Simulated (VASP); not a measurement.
A run of VASP 6.6.1:

Contents of INCAR:

```
SYSTEM = Sr
ALGO = Fast
EDIFF = 1E-7
ENCUT = 520
GGA = PE
ISIF = 2
ISMEAR = 0
LASPH = .True.
LCHARG = .False.
LREAL = .False.
LWAVE = .False.
NBANDS = 11
NELM = 100
PREC = Accurate
SIGMA = 0.1
```

Contents of KPOINTS:

```
k-points
0
Gamma
  12 12 12
  0 0 0
```

File POSCAR:

```
Sr
1.0
   -2.7604260000      2.7604260000      2.7604260000
    2.4694260000     -2.4694260000      2.1784260000
    2.4694260000      2.1784260000     -2.4694260000
Sr
1
Direct
    0.0000000000      0.0000000000      0.0000000000
```

Potentials or basis: VASP PAW PBE potentials, release 64 (Sr_sv).

Launch:

```console
$ cat potpaw_PBE.64/Sr_sv/POTCAR > POTCAR
$ mpirun -np 1 vasp_std > vasp.out
```

Hardware: 1 thread of Intel Xeon 8259CL (shared host).

Q: How long does it take, and how much memory?

A: It took 2.9 min on 1 thread of Intel Xeon 8259CL (shared host), peak memory 0.27 GiB. Counts: scf iterations 16, k points 189.
